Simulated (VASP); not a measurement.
A run of VASP 6.6.1:

File INCAR:

```
  ALGO = Fast
  EDIFF = 1E-6
  ENCUT = 520
  GGA = PS
  ISIF = 2
  ISMEAR = 0
  LASPH = True
  LCHARG = False
  LREAL = False
  LWAVE = False
  NBANDS = 47
  NELM = 80
  PREC = Accurate
  SIGMA = 0.1
```

KPOINTS

```
k-points
0
Gamma
  8 8 8
```

POSCAR

```
HfMo2
1.0
    0.0000000000      3.7080044079      3.7080044079
    3.7080044079      0.0000000000      3.7080044079
    3.7080044079      3.7080044079      0.0000000000
Hf Mo
2 4
Direct
    0.5000000000      0.5000000000      0.5000000000
    0.7500000000      0.7500000000      0.7500000000
    0.1250000000      0.1250000000      0.1250000000
    0.6250000000      0.1250000000      0.1250000000
    0.1250000000      0.1250000000      0.6250000000
    0.1250000000      0.6250000000      0.1250000000
```

Potentials or basis: VASP PAW PBE potentials, release 64 (Hf_pv, Mo_sv).

Command:

```sh
$ cat potpaw_PBE.64/Hf_pv/POTCAR potpaw_PBE.64/Mo_sv/POTCAR > POTCAR
$ mpirun -np 1 vasp_std > vasp.out
```

Hardware: 1 thread of Intel(R) Xeon(R) 6975P-C (Granite Rapids), on a shared host.

Q: Estimate the wall time of this run.

A: Run time: 83 s on 1 thread of Intel(R) Xeon(R) 6975P-C (Granite Rapids) (shared host), peak memory 0.29 GiB. Counts: scf iterations 15, k points 29.
